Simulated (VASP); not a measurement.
Write the native input for VASP 6.6.1 that does the following.

```yaml
Task: relaxation of cell and atoms
Functional: PBEsol
Potentials_or_basis: VASP PAW PBE potentials, release 64 (Sc_sv)
Cutoff: 500 eV
k_mesh: 8 × 8 × 8
Occupations: fermi-dirac, width 0.1 eV
Spin: no spin polarisation
Target_pressure: 45 GPa
Dipole_correction: no
Further_INCAR_settings: ALGO = Normal; EDIFF = 1e-07; IBRION = 2; EDIFFG = -0.03; NSW = 60; ISIF = 3
```

The structure of Sc lies in POSCAR:

```
Sc
1.0
    0.0000000000      2.3200000000      2.3200000000
    2.3200000000      0.0000000000      2.3200000000
    2.3200000000      2.3200000000      0.0000000000
Sc
1
Direct
    0.0000000000      0.0000000000      0.0000000000
```

This isn't the form of Sc at room conditions, which is hcp.

The input as run:

INCAR

```
ALGO = Normal
EDIFF = 1E-7
EDIFFG = -0.03
ENCUT = 500
GGA = PS
GGA_COMPAT = False
IBRION = 2
ISIF = 3
ISMEAR = -1
LASPH = True
LCHARG = False
LREAL = False
LWAVE = False
NELM = 120
NELMIN = 4
NSW = 60
PREC = Accurate
PSTRESS = 450.0
SIGMA = 0.1
```

KPOINTS

```
k-points
0
Gamma
  8 8 8
```

Potentials or basis: VASP PAW PBE potentials, release 64 (Sc_sv).

Launch:

```bash
$ cat potpaw_PBE.64/Sc_sv/POTCAR > POTCAR
$ mpirun -np 1 vasp_std > vasp.out
```

It gave:

```json
{"Relaxed volume": "15.36 Å³/atom", "Relaxed cell": "a = 2.790 Å, b = 2.790 Å, c = 2.790 Å, α = 60.00°, β = 60.00°, γ = 60.00°", "Space group after relaxing (to 0.1 Å)": "Fm-3m (No. 225)", "Energy change on relaxing (the run minimises the enthalpy)": "+858.7 meV/atom", "Ionic steps": "5", "Pressure after relaxing": "45.0 GPa", "Band gap on the k mesh": "zero (an odd number of electrons rules out a gap without spin polarisation)"}
```

Caveat: the cell is relaxed towards a set pressure, so the run minimises the enthalpy, not the energy; the volume moved by over 15 % at a fixed basis, so the end points are rough; the PAW data sets were made with another functional, which shifts forces and pressure a little.

It took 20 s on 1 thread of AMD EPYC 7R13 Processor (Zen 3) (shared host), peak memory 0.13 GiB.
